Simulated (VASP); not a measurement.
Input of a VASP 6.6.1 run:

File POSCAR:

```
BaTiO3
1.0
    2.8400536833      1.6397057586      2.3314328269
   -2.8400536833      1.6397057586      2.3314328269
    0.0000000000     -3.2794115171      2.3314328269
Ba Ti O
1 1 3
Direct
   -0.0401069743     -0.0401069743     -0.0401069743
    0.5162478494      0.5162478494      0.5162478494
    0.4897536543      0.4897536543      0.9801597377
    0.4897536543      0.9801597377      0.4897536543
    0.9801597377      0.4897536543      0.4897536543
```

INCAR.step1

```
SYSTEM = BaTiO3
  ALGO = Normal
  EDIFF = 1E-5
  ENCUT = 1480
  GGA = PE
  GGA_COMPAT = .FALSE.
  ISMEAR = 0
  LASPH = .TRUE.
  LCHARG = .FALSE.
  LREAL = .FALSE.
  LWAVE = .TRUE.
  NBANDS = 28
  NELM = 120
  PREC = Accurate
  SIGMA = 0.05
```

Contents of INCAR.step2:

```
SYSTEM = BaTiO3
  ALGO = Normal
  EDIFF = 1E-6
  ENCUT = 1480
  GGA_COMPAT = .FALSE.
  ISIF = 2
  ISMEAR = 0
  ISTART = 1
  LASPH = .TRUE.
  LCHARG = .FALSE.
  LMIXTAU = .TRUE.
  LREAL = .FALSE.
  LWAVE = .FALSE.
  METAGGA = R2SCAN
  NBANDS = 28
  NELM = 120
  PREC = Accurate
  SIGMA = 0.05
```

Contents of KPOINTS:

```
k-points
0
G
  6 6 6
  0 0 0
```

Potentials or basis: VASP PAW PBE potentials, release 64 (Ba_sv, Ti_sv, O_h).

Launch:

```sh
$ cat potpaw_PBE.64/Ba_sv/POTCAR potpaw_PBE.64/Ti_sv/POTCAR potpaw_PBE.64/O_h/POTCAR > POTCAR
$ cp INCAR.step1 INCAR
$ mpirun -np 1 vasp_std > vasp.out
$ cp INCAR.step2 INCAR
$ mpirun -np 1 vasp_std > vasp.out
```

Question: What does it give for the band gap on the k mesh?

Answer: 2.81 eV (least direct gap 3.29 eV).

Question: Estimate the largest force.

Answer: 2.200 eV/Å.

Question: Estimate the pressure.

Answer: 3.8 GPa.

Stress tensor (GPa, compression positive):
```
2.21 0.00 0.00
0.00 2.21 0.00
0.00 0.00 6.89
```

Caveat: the cell differs from its parent crystal (atom 1 (Ba) moved +0.300 Å towards its neighbour atom 2 (Ti) at 3.403 Å); the cell stands under pressure; the PAW data sets were made with another functional, which shifts forces and pressure a little; spin-orbit coupling is left out, which moves the levels of the heavy elements. A k mesh can miss the band edges.
